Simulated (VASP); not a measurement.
Here is a VASP 6.6.1 calculation.

File INCAR:

```
SYSTEM = BiS4
PREC = Accurate ; ENCUT = 520
EDIFF = 1E-6 ; ISMEAR = 0
SIGMA = 0.1 ; LREAL = .FALSE.
LASPH = .TRUE. ; NELM = 60
ALGO = Normal ; ISIF = 2
LWAVE = .FALSE. ; LCHARG = .FALSE.
GGA = PE ; NBANDS = 28
```

File KPOINTS:

```
Automatic mesh
0
G
  6 6 10
  0 0 0
```

File POSCAR:

```
BiS4
1.0
    6.3900685483      0.0000000000      0.0000000000
    0.0000000000      6.3900685483      0.0000000000
    0.0000000000      0.0000000000      4.0344374788
Bi S
1 4
Direct
    0.0000000000      0.0000000000      0.5000000000
    0.6586424471      0.0000000000      0.0000000000
    0.3413575529      0.0000000000      0.0000000000
    0.0000000000      0.6586424471      0.0000000000
    0.0000000000      0.3413575529      0.0000000000
```

Potentials or basis: VASP PAW PBE potentials, release 64 (Bi_d, S).

The run is started by

```console
$ cat potpaw_PBE.64/Bi_d/POTCAR potpaw_PBE.64/S/POTCAR > POTCAR
$ mpirun -np 1 vasp_std > vasp.out
```

(1) Estimate the band gap on the k mesh.

(2) Estimate the pressure.

(3) Estimate the largest force.

Answers

(1) zero (an odd number of electrons rules out a gap without spin polarisation).

(2) -0.2 GPa.

(3) 0.139 eV/Å.

Caveat: spin-orbit coupling is left out, which moves the levels of the heavy elements.
